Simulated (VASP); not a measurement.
# LuSc4O (P4/mmm) in VASP: single point with PBE

Aim: the single point of LuSc4O with PBE.

Everything below comes from runs of VASP 6.6.1. Logs are shortened: lines on timing, memory, paths and dates and some standing lists are left out, and cuts for length are marked.

**1. The cell of the first run**

It takes space group P4/mmm (No. 123, tetragonal). Conventional cell: a = 4.061 Å, b = 4.061 Å, c = 5.836 Å, α = 90.00°, β = 90.00°, γ = 90.00°. Lu (site symmetry 4/mmm) has 8 Sc at 2.46 Å within 3.2 Å. Sc (site symmetry 2mm) has 2 Lu at 2.46 Å and 2 O at 2.55 Å and 6 Sc at 2.76 to 3.07 Å within 3.2 Å. Within 3.4 Å of O (site symmetry 4/mmm) lie 8 Sc at 2.55 Å.

The cell was generated, and may not be a known phase.

**2. Single point, PBE**

Input file INCAR:

```
SYSTEM = LuSc4O
PREC     = Accurate       ! precision mode
ENCUT    = 520            ! plane-wave cutoff, eV
EDIFF    = 1E-6           ! SCF threshold, eV
ISMEAR   = 0              ! smearing method
SIGMA    = 0.1            ! smearing width, eV
LREAL    = .False.        ! projectors in reciprocal space
LASPH    = .True.         ! aspherical terms in the spheres
NELM     = 100            ! most SCF steps
ALGO     = Normal         ! electronic algorithm
ISIF     = 2              ! what is computed and relaxed
LWAVE    = .False.        ! write WAVECAR
LCHARG   = .False.        ! write CHGCAR
GGA      = PE             ! functional
NBANDS   = 46             ! bands
```

Input file KPOINTS:

```
Automatic mesh
0
Gamma
  4 4 4
  0 0 0
```

Input file POSCAR:

```
LuSc4O
1.0
    4.0609791500      0.0000000000      0.0000000000
    0.0000000000      4.0609791500      0.0000000000
    0.0000000000      0.0000000000      5.8356291300
Lu Sc O
1 4 1
Direct
    0.0000000000      0.0000000000      0.0000000000
    0.5000000000      0.0000000000      0.7631459800
    0.0000000000      0.5000000000      0.2368540200
    0.5000000000      0.0000000000      0.2368540200
    0.0000000000      0.5000000000      0.7631459800
    0.5000000000      0.5000000000      0.5000000000
```

Potentials or basis: VASP PAW PBE potentials, release 64 (Lu, Sc_sv, O).

On the command line:

```sh
> cat potpaw_PBE.64/Lu/POTCAR potpaw_PBE.64/Sc_sv/POTCAR potpaw_PBE.64/O/POTCAR > POTCAR
> mpirun -np 1 vasp_std > vasp.out
```

OUTCAR:

```text
SYSTEM = LuSc4O
   PREC = Accurate
   ENCUT = 520
   EDIFF = 1E-6
   ISMEAR = 0
   LREAL = .False.
   LASPH = .True.
   NELM = 100
   ISIF = 2
   GGA = PE

 ion  position               nearest neighbor table
   1  0.000  0.000  0.000-   2 2.46   3 2.46   4 2.46   5 2.46   3 2.46   5 2.46   2 2.46   4 2.46

   2  0.500  0.000  0.763-   1 2.46   1 2.46   6 2.55   6 2.55   4 2.76   5 2.87   5 2.87   5 2.87
                             5 2.87   4 3.07
   3  0.000  0.500  0.237-   1 2.46   1 2.46   6 2.55   6 2.55   5 2.76   4 2.87   4 2.87   4 2.87
                             4 2.87   5 3.07
   4  0.500  0.000  0.237-   1 2.46   1 2.46   6 2.55   6 2.55   2 2.76   3 2.87   3 2.87   3 2.87
                             3 2.87   2 3.07
   5  0.000  0.500  0.763-   1 2.46   1 2.46   6 2.55   6 2.55   3 2.76   2 2.87   2 2.87   2 2.87
                             2 2.87   3 3.07
   6  0.500  0.500  0.500-   2 2.55   3 2.55   4 2.55   5 2.55   2 2.55   4 2.55   3 2.55   5 2.55

  LATTYP: Found a simple tetragonal cell.
 ALAT       =     4.0609791500
 C/A-ratio  =     1.4370005150

  Lattice vectors:

 A1 = (   4.0609791500,   0.0000000000,   0.0000000000)
 A2 = (   0.0000000000,   4.0609791500,   0.0000000000)
 A3 = (   0.0000000000,   0.0000000000,   5.8356291300)

Analysis of symmetry for initial positions (statically):
=====================================================================
 Subroutine PRICEL returns:
 Original cell was already a primitive cell.

 Routine SETGRP: Setting up the symmetry group for a
 simple tetragonal supercell.

 Subroutine GETGRP returns: Found 16 space group operations
 (whereof 16 operations were pure point group operations)
 out of a pool of 16 trial point group operations.

The static configuration has the point symmetry D_4h.

Analysis of symmetry for dynamics (positions and initial velocities):
=====================================================================
 Subroutine PRICEL returns:
 Original cell was already a primitive cell.

 Routine SETGRP: Setting up the symmetry group for a
 simple tetragonal supercell.

 Subroutine GETGRP returns: Found 16 space group operations
 (whereof 16 operations were pure point group operations)
 out of a pool of 16 trial point group operations.

The dynamic configuration has the point symmetry D_4h.

 Subroutine INISYM returns: Found 16 space group operations
 (whereof 16 operations are pure point group operations),
 and found     1 'primitive' translations

----------------------------------------------------------------------------------------

                                     Primitive cell

  volume of cell :      96.2386

  direct lattice vectors                    reciprocal lattice vectors
     4.060979150  0.000000000  0.000000000     0.246246032  0.000000000  0.000000000
     0.000000000  4.060979150  0.000000000     0.000000000  0.246246032  0.000000000
     0.000000000  0.000000000  5.835629130     0.000000000  0.000000000  0.171361130

  length of vectors
     4.060979150  4.060979150  5.835629130     0.246246032  0.246246032  0.171361130

  position of ions in fractional coordinates (direct lattice)
     0.000000000  0.000000000  0.000000000
     0.500000000  0.000000000  0.763145980
     0.000000000  0.500000000  0.236854020
     0.500000000  0.000000000  0.236854020
     0.000000000  0.500000000  0.763145980
     0.500000000  0.500000000  0.500000000

  ion indices of the primitive-cell ions
   primitive index   ion index
                 1           1
                 2           2
                 3           3
                 4           4
                 5           5
                 6           6

----------------------------------------------------------------------------------------

 KPOINTS: Automatic mesh

Automatic generation of k-mesh.
 Grid dimensions read from file:
 generate k-points for:    4    4    4

 Generating k-lattice:

  Cartesian coordinates                     Fractional coordinates (reciprocal lattice)
     0.061561508  0.000000000  0.000000000     0.250000000  0.000000000  0.000000000
     0.000000000  0.061561508  0.000000000     0.000000000  0.250000000  0.000000000
     0.000000000  0.000000000  0.042840282     0.000000000  0.000000000  0.250000000

  Length of vectors
     0.061561508  0.061561508  0.042840282

  Shift w.r.t. Gamma in fractional coordinates (k-lattice)
     0.000000000  0.000000000  0.000000000

 Subroutine IBZKPT returns following result:
 ===========================================

 Found     18 irreducible k-points:

 Following reciprocal coordinates:
            Coordinates               Weight
  0.000000  0.000000  0.000000      1.000000
  0.250000  0.000000  0.000000      4.000000
  0.500000  0.000000  0.000000      2.000000
  0.250000  0.250000  0.000000      4.000000
  0.500000  0.250000  0.000000      4.000000
  0.500000  0.500000  0.000000      1.000000
[... 10 lines left out ...]
  0.500000  0.250000  0.500000      4.000000
  0.500000  0.500000  0.500000      1.000000
   k-points           NKPTS =     18   k-points in BZ     NKDIM =     18   number of bands    NBANDS=     46
   number of dos      NEDOS =    301   number of ions     NIONS =      6
   total plane-waves  NPLWV =  43200
   dimension x,y,z NGX =    30 NGY =   30 NGZ =   48
   dimension x,y,z NGXF=    60 NGYF=   60 NGZF=   96
   ions per type =               1   4   1
   NGX,Y,Z   is equivalent  to a cutoff of  12.28, 12.28, 13.67 a.u.
   NGXF,Y,Z  is equivalent  to a cutoff of  24.56, 24.56, 27.35 a.u.
 SYSTEM =  LuSc4O
   PREC   = accura    normal or accurate (medium, high low for compatibility)
   ISTART =      0    job   : 0-new  1-cont  2-samecut
   ICHARG =      2    charge: 1-file 2-atom 10-const
   ISPIN  =      1    spin polarized calculation?
   LNONCOLLINEAR =      F non collinear calculations
   LSORBIT =      F    spin-orbit coupling
   LASPH  =      T    aspherical Exc in radial PAW
   ENCUT  =  520.0 eV  38.22 Ry    6.18 a.u.   7.55  7.55 10.85*2*pi/ulx,y,z
   NELM   =    100;   NELMIN=  2; NELMDL= -5     # of ELM steps
   EDIFF  = 0.1E-05   stopping-criterion for ELM
   LREAL  =      F    real-space projection
   EDIFFG = 0.1E-04   stopping-criterion for IOM
   NSW    =      0    number of steps for IOM
   IBRION =     -1    ionic relax: 0-MD 1-quasi-New 2-CG
   NFREE  =      0    steps in history (QN), initial steepest desc. (CG)
   ISIF   =      2    stress and relaxation
   ISYM   =      2    0-nonsym 1-usesym 2-fastsym
   POTIM  = 0.5000    time-step for ionic-motion
   TEBEG  =    0.0;   TEEND  =   0.0 temperature during run
   PSTRESS=    0.0 pullay stress
   NELECT =      75.0000    total number of electrons
   NUPDOWN=      -1.0000    fix difference up-down
   EMIN   =  10.00;   EMAX   =-10.00  energy-range for DOS
   EFERMI =   0.00;   METHOD = LEGACY
   ISMEAR =     0;   SIGMA  =   0.10  broadening in eV -4-tet -1-fermi 0-gaus
   EFERMI_NEDOS =   21; number of points for ismear=-14 and -15
   IALGO  =     38    algorithm
   IMIX   =      4    mixing-type and parameters
     AMIX     =   0.40;   BMIX     =  1.00
     AMIX_MAG =   1.60;   BMIX_MAG =  1.00
  volume/ion in A,a.u.               =      16.04       108.24
  Fermi-wavevector in a.u.,A,eV,Ry     =   1.506534  2.846936 30.880378  2.269644
  Thomas-Fermi vector in A             =   2.617239
   LORBIT       =      0    0 simple, 1 ext, 2 COOP (PROOUT), +10 PAW based schemes
   GGA     = PE    functional components
   LHFCALC =     F    Hartree Fock is set to
   AEXX    =    0.0000 exact exchange contribution
   IVDW    =     0    specifies the selected vdW correction
   LEPSILON=     F    determine dielectric tensor
   LRPA    =     F    only Hartree local field effects (RPA)
 non-spin polarized calculation
 Gauss-broadening in eV      SIGMA  =   0.10
  energy-cutoff  :      520.00
  volume of cell :       96.24
 maximum number of plane-waves:      2614
   NGX = 15   NGY = 15   NGZ = 21

 number of electron      75.0000012 magnetization

 Free energy of the ion-electron system (eV)
  ---------------------------------------------------
  ext. energy  EPLUGINS =         0.00000000
  ---------------------------------------------------
  free energy    TOTEN  =       -29.42769129 eV

  energy without entropy =      -29.37994516  energy(sigma->0) =      -29.40381823

 E-fermi :   5.4351     XC(G=0): -11.4848

 val. band max:        5.4274775906   @ k =   0.2500   0.0000   0.5000
 cond. band min:       5.4456616167   @ k =   0.2500   0.2500   0.5000
 fundamental gap:      0.0181840261
 Fermi energy:         5.4351402753

 k-point     1 :       0.0000    0.0000    0.0000
  band No.  band energies     occupation
      1     -49.8648      2.00000
      2     -43.4678      2.00000
      3     -43.4210      2.00000
      4     -43.3193      2.00000
      5     -43.2246      2.00000
      6     -23.2029      2.00000
[... 38 lines left out ...]
     45       8.1662      0.00000
     46       8.1662      0.00000

 k-point     2 :       0.2500    0.0000    0.0000
  band No.  band energies     occupation
      1     -49.8583      2.00000
      2     -43.4540      2.00000
      3     -43.3916      2.00000
      4     -43.3479      2.00000
      5     -43.2526      2.00000
      6     -23.1343      2.00000
[... 38 lines left out ...]
     45       7.3413      0.00000
     46       8.4750      0.00000

 k-point     3 :       0.5000    0.0000    0.0000
  band No.  band energies     occupation
      1     -49.8518      2.00000
      2     -43.4239      2.00000
      3     -43.3927      2.00000
      4     -43.3225      2.00000
      5     -43.3203      2.00000
      6     -23.0542      2.00000
[... 38 lines left out ...]
     45       7.9048      0.00000
     46       8.1116      0.00000

 k-point     4 :       0.2500    0.2500    0.0000
  band No.  band energies     occupation
      1     -49.8518      2.00000
      2     -43.4451      2.00000
      3     -43.3710      2.00000
      4     -43.3702      2.00000
      5     -43.2720      2.00000
      6     -23.1735      2.00000
[... 626 lines left out ...]
     45       7.8757      0.00000
     46       8.1023      0.00000

 k-point    17 :       0.5000    0.2500    0.5000
  band No.  band energies     occupation
      1     -49.8453      2.00000
      2     -43.4021      2.00000
      3     -43.3865      2.00000
      4     -43.3419      2.00000
      5     -43.3409      2.00000
      6     -23.2475      2.00000
[... 38 lines left out ...]
     45       7.8200      0.00000
     46       8.0630      0.00000

 k-point    18 :       0.5000    0.5000    0.5000
  band No.  band energies     occupation
      1     -49.8389      2.00000
      2     -43.4012      2.00000
      3     -43.4012      2.00000
      4     -43.3400      2.00000
      5     -43.3400      2.00000
      6     -23.4801      2.00000
[... 38 lines left out ...]
     45       7.6510      0.00000
     46       8.4610      0.00000

------------------------ aborting loop because EDIFF is reached ----------------------------------------

  FORCE on cell =-STRESS in cart. coord.  units (eV):
  Direction    XX          YY          ZZ          XY          YZ          ZX
  --------------------------------------------------------------------------------------
  -------------------------------------------------------------------------------------
  Total       19.9602290     19.9602290     16.9542377      0.0000000      0.0000000      0.0000000
  in kB      332.2973661    332.2973661    282.2537023      0.0000000      0.0000000      0.0000000
  external PRESSURE =     315.6161448 kB  Pullay stress =       0.0000000 kB

 VOLUME and BASIS-vectors are now :
 -----------------------------------------------------------------------------
  energy-cutoff  :      520.00
  volume of cell :       96.24
      direct lattice vectors                 reciprocal lattice vectors
     4.060979150  0.000000000  0.000000000     0.246246032  0.000000000  0.000000000
     0.000000000  4.060979150  0.000000000     0.000000000  0.246246032  0.000000000
     0.000000000  0.000000000  5.835629130     0.000000000  0.000000000  0.171361130

 POSITION                                       TOTAL-FORCE (eV/Angst)
 -----------------------------------------------------------------------------------
      0.00000      0.00000      0.00000        -0.000000      0.000000      0.000000
      2.03049      0.00000      4.45344        -0.000000     -0.000000     -4.065292
      0.00000      2.03049      1.38219        -0.000000      0.000000      4.065292
      2.03049      0.00000      1.38219         0.000000      0.000000      4.065292
      0.00000      2.03049      4.45344         0.000000     -0.000000     -4.065292
      2.03049      2.03049      2.91781        -0.000000      0.000000      0.000000
 -----------------------------------------------------------------------------------
    total drift:                               -0.000000     -0.000000      0.000000

  FREE ENERGIE OF THE ION-ELECTRON SYSTEM (eV)
  ---------------------------------------------------
  free  energy   TOTEN  =       -29.4276912946 eV

  energy  without entropy=      -29.3799451556  energy(sigma->0) =      -29.40381823
```

Wall time 77 s (1 thread of AMD EPYC 7R13 (Zen 3), shared host); peak memory 0.21 GiB.

Results:

- Free energy: -29.4277 eV
- Pressure: 31.6 GPa
- Largest force: 4.065 eV/Å
- Band gap on the k mesh: zero (an odd number of electrons rules out a gap without spin polarisation)

Forces on the atoms (eV/Å):
```
Lu   0.000  0.000  0.000
Sc   0.000  0.000 -4.065
Sc   0.000  0.000  4.065
Sc   0.000  0.000  4.065
Sc   0.000  0.000 -4.065
O    0.000  0.000  0.000
```

Stress tensor (GPa, compression positive):
```
33.23  0.00  0.00
 0.00 33.23  0.00
 0.00  0.00 28.23
```

Caveat: the k points lie up to 0.39 Å⁻¹ apart, too coarse for converged energies and pressures of a metal; spin-orbit coupling is left out, which moves the levels of the heavy elements; forces of over 1 eV/Å act on the atoms, so gaps and moduli don't describe the material at rest.
